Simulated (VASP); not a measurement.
# Ga3IrRu (Pm-3m) in VASP: single point with PBE

Aim: the single point of Ga3IrRu with PBE.

Program: VASP 6.6.1. These are calculated values, not measurements. Logs are shortened: lines on timing, memory, paths and dates and some standing lists are left out, and cuts for length are marked.

**1. The cell of the first run**

The structure is cubic, space group Pm-3m (No. 221). The conventional cell has a = 4.174 Å, b = 4.174 Å, c = 4.174 Å, α = 90.00°, β = 90.00°, γ = 90.00°. Ga (site symmetry 4/mmm) has 2 Ru at 2.09 Å within 2.8 Å. Within 2.8 Å of Ru (site symmetry m-3m) lie 6 Ga at 2.09 Å. Ir (site symmetry m-3m) has 12 Ga at 2.95 Å and 8 Ru at 3.61 Å within 3.9 Å.

The cell was generated, and may not be a known phase.

**2. Single point, PBE**

Input file INCAR:

```
SYSTEM = Ga3IrRu
ALGO = Normal
EDIFF = 1E-6
ENCUT = 520
GGA = PE
ISIF = 2
ISMEAR = 0
LASPH = .TRUE.
LCHARG = .TRUE.
LELF = .TRUE.
LREAL = .FALSE.
LVHAR = .TRUE.
LWAVE = .FALSE.
NBANDS = 39
NELM = 60
PREC = Accurate
SIGMA = 0.1
```

Input file KPOINTS:

```
k-points
0
G
  4 4 4
  0 0 0
```

Input file POSCAR:

```
Ga3IrRu
1.0
    4.1742070300      0.0000000000      0.0000000000
    0.0000000000      4.1742070300      0.0000000000
    0.0000000000      0.0000000000      4.1742070300
Ga Ru Ir
3 1 1
Direct
    0.5000000000      0.0000000000      0.5000000000
    0.0000000000      0.5000000000      0.5000000000
    0.5000000000      0.5000000000      0.0000000000
    0.5000000000      0.5000000000      0.5000000000
    0.0000000000      0.0000000000      0.0000000000
```

Potentials or basis: VASP PAW PBE potentials, release 64 (Ga_d, Ru_pv, Ir).

The run is started by

```console
cat potpaw_PBE.64/Ga_d/POTCAR potpaw_PBE.64/Ru_pv/POTCAR potpaw_PBE.64/Ir/POTCAR > POTCAR
mpirun -np 1 vasp_std > vasp.out
```

OUTCAR:

```text
SYSTEM = Ga3IrRu
   EDIFF = 1E-6
   ENCUT = 520
   GGA = PE
   ISIF = 2
   ISMEAR = 0
   LASPH = .TRUE.
   LREAL = .FALSE.
   NELM = 60
   PREC = Accurate

 ion  position               nearest neighbor table
   1  0.500  0.000  0.500-   4 2.09   4 2.09   5 2.95   5 2.95   5 2.95   5 2.95
   2  0.000  0.500  0.500-   4 2.09   4 2.09   5 2.95   5 2.95   5 2.95   5 2.95
   3  0.500  0.500  0.000-   4 2.09   4 2.09   5 2.95   5 2.95   5 2.95   5 2.95
   4  0.500  0.500  0.500-   1 2.09   2 2.09   3 2.09   3 2.09   1 2.09   2 2.09
   5  0.000  0.000  0.000-   1 2.95   2 2.95   3 2.95   1 2.95   2 2.95   2 2.95   3 2.95   2 2.95
                             1 2.95   3 2.95   1 2.95   3 2.95

  LATTYP: Found a simple cubic cell.
 ALAT       =     4.1742070300

  Lattice vectors:

 A1 = (   4.1742070300,   0.0000000000,   0.0000000000)
 A2 = (   0.0000000000,   4.1742070300,   0.0000000000)
 A3 = (   0.0000000000,   0.0000000000,   4.1742070300)

Analysis of symmetry for initial positions (statically):
=====================================================================
 Subroutine PRICEL returns:
 Original cell was already a primitive cell.

 Routine SETGRP: Setting up the symmetry group for a
 simple cubic supercell.

 Subroutine GETGRP returns: Found 48 space group operations
 (whereof 48 operations were pure point group operations)
 out of a pool of 48 trial point group operations.

The static configuration has the point symmetry O_h .

Analysis of symmetry for dynamics (positions and initial velocities):
=====================================================================
 Subroutine PRICEL returns:
 Original cell was already a primitive cell.

 Routine SETGRP: Setting up the symmetry group for a
 simple cubic supercell.

 Subroutine GETGRP returns: Found 48 space group operations
 (whereof 48 operations were pure point group operations)
 out of a pool of 48 trial point group operations.

The dynamic configuration has the point symmetry O_h .

 Subroutine INISYM returns: Found 48 space group operations
 (whereof 48 operations are pure point group operations),
 and found     1 'primitive' translations

----------------------------------------------------------------------------------------

                                     Primitive cell

  volume of cell :      72.7314

  direct lattice vectors                    reciprocal lattice vectors
     4.174207030  0.000000000  0.000000000     0.239566460  0.000000000  0.000000000
     0.000000000  4.174207030  0.000000000     0.000000000  0.239566460  0.000000000
     0.000000000  0.000000000  4.174207030     0.000000000  0.000000000  0.239566460

  length of vectors
     4.174207030  4.174207030  4.174207030     0.239566460  0.239566460  0.239566460

  position of ions in fractional coordinates (direct lattice)
     0.500000000  0.000000000  0.500000000
     0.000000000  0.500000000  0.500000000
     0.500000000  0.500000000  0.000000000
     0.500000000  0.500000000  0.500000000
     0.000000000  0.000000000  0.000000000

  ion indices of the primitive-cell ions
   primitive index   ion index
                 1           1
                 2           2
                 3           3
                 4           4
                 5           5

----------------------------------------------------------------------------------------

 KPOINTS: k-points

Automatic generation of k-mesh.
 Grid dimensions read from file:
 generate k-points for:    4    4    4

 Generating k-lattice:

  Cartesian coordinates                     Fractional coordinates (reciprocal lattice)
     0.059891615  0.000000000  0.000000000     0.250000000  0.000000000  0.000000000
     0.000000000  0.059891615  0.000000000     0.000000000  0.250000000  0.000000000
     0.000000000  0.000000000  0.059891615     0.000000000  0.000000000  0.250000000

  Length of vectors
     0.059891615  0.059891615  0.059891615

  Shift w.r.t. Gamma in fractional coordinates (k-lattice)
     0.000000000  0.000000000  0.000000000

 Subroutine IBZKPT returns following result:
 ===========================================

 Found     10 irreducible k-points:

 Following reciprocal coordinates:
            Coordinates               Weight
  0.000000  0.000000  0.000000      1.000000
  0.250000  0.000000  0.000000      6.000000
  0.500000  0.000000  0.000000      3.000000
  0.250000  0.250000  0.000000     12.000000
  0.500000  0.250000  0.000000     12.000000
  0.500000  0.500000  0.000000      3.000000
  0.250000  0.250000  0.250000      8.000000
  0.500000  0.250000  0.250000     12.000000
  0.500000  0.500000  0.250000      6.000000
  0.500000  0.500000  0.500000      1.000000
   k-points           NKPTS =     10   k-points in BZ     NKDIM =     10   number of bands    NBANDS=     39
   number of dos      NEDOS =    301   number of ions     NIONS =      5
   total plane-waves  NPLWV =  32768
   dimension x,y,z NGX =    32 NGY =   32 NGZ =   32
   dimension x,y,z NGXF=    64 NGYF=   64 NGZF=   64
   ions per type =               3   1   1
   NGX,Y,Z   is equivalent  to a cutoff of  12.74, 12.74, 12.74 a.u.
   NGXF,Y,Z  is equivalent  to a cutoff of  25.49, 25.49, 25.49 a.u.
 SYSTEM =  Ga3IrRu
   PREC   = accura    normal or accurate (medium, high low for compatibility)
   ISTART =      0    job   : 0-new  1-cont  2-samecut
   ICHARG =      2    charge: 1-file 2-atom 10-const
   ISPIN  =      1    spin polarized calculation?
   LNONCOLLINEAR =      F non collinear calculations
   LSORBIT =      F    spin-orbit coupling
   LASPH  =      T    aspherical Exc in radial PAW
   ENCUT  =  520.0 eV  38.22 Ry    6.18 a.u.   7.76  7.76  7.76*2*pi/ulx,y,z
   NELM   =     60;   NELMIN=  2; NELMDL= -5     # of ELM steps
   EDIFF  = 0.1E-05   stopping-criterion for ELM
   LREAL  =      F    real-space projection
   EDIFFG = 0.1E-04   stopping-criterion for IOM
   NSW    =      0    number of steps for IOM
   IBRION =     -1    ionic relax: 0-MD 1-quasi-New 2-CG
   NFREE  =      0    steps in history (QN), initial steepest desc. (CG)
   ISIF   =      2    stress and relaxation
   ISYM   =      2    0-nonsym 1-usesym 2-fastsym
   POTIM  = 0.5000    time-step for ionic-motion
   TEBEG  =    0.0;   TEEND  =   0.0 temperature during run
   PSTRESS=    0.0 pullay stress
   NELECT =      62.0000    total number of electrons
   NUPDOWN=      -1.0000    fix difference up-down
   EMIN   =  10.00;   EMAX   =-10.00  energy-range for DOS
   EFERMI =   0.00;   METHOD = LEGACY
   ISMEAR =     0;   SIGMA  =   0.10  broadening in eV -4-tet -1-fermi 0-gaus
   EFERMI_NEDOS =   21; number of points for ismear=-14 and -15
   IALGO  =     38    algorithm
   IMIX   =      4    mixing-type and parameters
     AMIX     =   0.40;   BMIX     =  1.00
     AMIX_MAG =   1.60;   BMIX_MAG =  1.00
  volume/ion in A,a.u.               =      14.55        98.16
  Fermi-wavevector in a.u.,A,eV,Ry     =   1.552261  2.933348 32.783431  2.409514
  Thomas-Fermi vector in A             =   2.656662
   LORBIT       =      0    0 simple, 1 ext, 2 COOP (PROOUT), +10 PAW based schemes
   GGA     = PE    functional components
   LHFCALC =     F    Hartree Fock is set to
   AEXX    =    0.0000 exact exchange contribution
   IVDW    =     0    specifies the selected vdW correction
   LEPSILON=     F    determine dielectric tensor
   LRPA    =     F    only Hartree local field effects (RPA)
 non-spin polarized calculation
 Gauss-broadening in eV      SIGMA  =   0.10
  energy-cutoff  :      520.00
  volume of cell :       72.73
 maximum number of plane-waves:      1972
 NGX is ok and might be reduce to    32
   NGX = 15   NGY = 15   NGZ = 15

 number of electron      61.9999954 magnetization

 Free energy of the ion-electron system (eV)
  ---------------------------------------------------
  ext. energy  EPLUGINS =         0.00000000
  ---------------------------------------------------
  free energy    TOTEN  =       -19.49159722 eV

  energy without entropy =      -19.47232495  energy(sigma->0) =      -19.48196108

 E-fermi :   8.7536     XC(G=0): -12.7138

 val. band max:        8.7486095535   @ k =   0.5000   0.2500   0.2500
 cond. band min:       8.9309422652   @ k =   0.5000   0.2500   0.0000
 fundamental gap:      0.1823327117
 Fermi energy:         8.7535806015

 k-point     1 :       0.0000    0.0000    0.0000
  band No.  band energies     occupation
      1     -33.8218      2.00000
      2     -33.8218      2.00000
      3     -33.8218      2.00000
      4      -6.8690      2.00000
      5      -6.8690      2.00000
      6      -6.7493      2.00000
[... 31 lines left out ...]
     38      13.9984      0.00000
     39      16.2430      0.00000

 k-point     2 :       0.2500    0.0000    0.0000
  band No.  band energies     occupation
      1     -33.8416      2.00000
      2     -33.8222      2.00000
      3     -33.8222      2.00000
      4      -6.8667      2.00000
      5      -6.7620      2.00000
      6      -6.7394      2.00000
[... 31 lines left out ...]
     38      14.0294      0.00000
     39      15.4007      0.00000

 k-point     3 :       0.5000    0.0000    0.0000
  band No.  band energies     occupation
      1     -33.8612      2.00000
      2     -33.8225      2.00000
      3     -33.8225      2.00000
      4      -6.8645      2.00000
      5      -6.7372      2.00000
      6      -6.7292      2.00000
[... 31 lines left out ...]
     38      13.6131      0.00000
     39      16.6060      0.00000

 k-point     4 :       0.2500    0.2500    0.0000
  band No.  band energies     occupation
      1     -33.8419      2.00000
      2     -33.8419      2.00000
      3     -33.8225      2.00000
      4      -6.8172      2.00000
      5      -6.6467      2.00000
      6      -6.6305      2.00000
[... 31 lines left out ...]
     38      14.9982      0.00000
     39      15.2655      0.00000
[... 166 lines left out ...]
     38      15.7813      0.00000
     39      16.9179      0.00000

 k-point     9 :       0.5000    0.5000    0.2500
  band No.  band energies     occupation
      1     -33.8621      2.00000
      2     -33.8621      2.00000
      3     -33.8428      2.00000
      4      -6.5709      2.00000
      5      -6.4311      2.00000
      6      -6.4311      2.00000
[... 31 lines left out ...]
     38      16.5169      0.00000
     39      18.8391      0.00000

 k-point    10 :       0.5000    0.5000    0.5000
  band No.  band energies     occupation
      1     -33.8624      2.00000
      2     -33.8624      2.00000
      3     -33.8624      2.00000
      4      -6.4179      2.00000
      5      -6.4179      2.00000
      6      -6.4179      2.00000
[... 31 lines left out ...]
     38      18.4396      0.00000
     39      18.4396      0.00000

------------------------ aborting loop because EDIFF is reached ----------------------------------------

  FORCE on cell =-STRESS in cart. coord.  units (eV):
  Direction    XX          YY          ZZ          XY          YZ          ZX
  --------------------------------------------------------------------------------------
  -------------------------------------------------------------------------------------
  Total       27.4368690     27.4368690     27.4368690     -0.0000000     -0.0000000      0.0000000
  in kB      604.3982194    604.3982194    604.3982194     -0.0000000     -0.0000000      0.0000000
  external PRESSURE =     604.3982194 kB  Pullay stress =       0.0000000 kB

 VOLUME and BASIS-vectors are now :
 -----------------------------------------------------------------------------
  energy-cutoff  :      520.00
  volume of cell :       72.73
      direct lattice vectors                 reciprocal lattice vectors
     4.174207030  0.000000000  0.000000000     0.239566460  0.000000000  0.000000000
     0.000000000  4.174207030  0.000000000     0.000000000  0.239566460  0.000000000
     0.000000000  0.000000000  4.174207030     0.000000000  0.000000000  0.239566460

 POSITION                                       TOTAL-FORCE (eV/Angst)
 -----------------------------------------------------------------------------------
      2.08710      0.00000      2.08710         0.000000      0.000000      0.000000
      0.00000      2.08710      2.08710         0.000000      0.000000      0.000000
      2.08710      2.08710      0.00000         0.000000      0.000000      0.000000
      2.08710      2.08710      2.08710         0.000000      0.000000      0.000000
      0.00000      0.00000      0.00000         0.000000      0.000000      0.000000
 -----------------------------------------------------------------------------------
    total drift:                                0.000000     -0.000000     -0.000000

  FREE ENERGIE OF THE ION-ELECTRON SYSTEM (eV)
  ---------------------------------------------------
  free  energy   TOTEN  =       -19.4915972214 eV

  energy  without entropy=      -19.4723249460  energy(sigma->0) =      -19.48196108
```

Run time: 50 s. Hardware: 1 thread of Intel Xeon 8259CL, shared host; peak memory 0.19 GiB.

Results:

```
Free energy            : -19.4916 eV
Pressure               : 60.4 GPa
Band gap on the k mesh : zero (bands 31 and 32 overlap by 2.71 eV)
```

Caveat: the k points lie up to 0.38 Å⁻¹ apart, too coarse for converged energies and pressures of a metal; spin-orbit coupling is left out, which moves the levels of the heavy elements.

The gap in the log of VASP goes by the Fermi energy; the results here count the filled bands.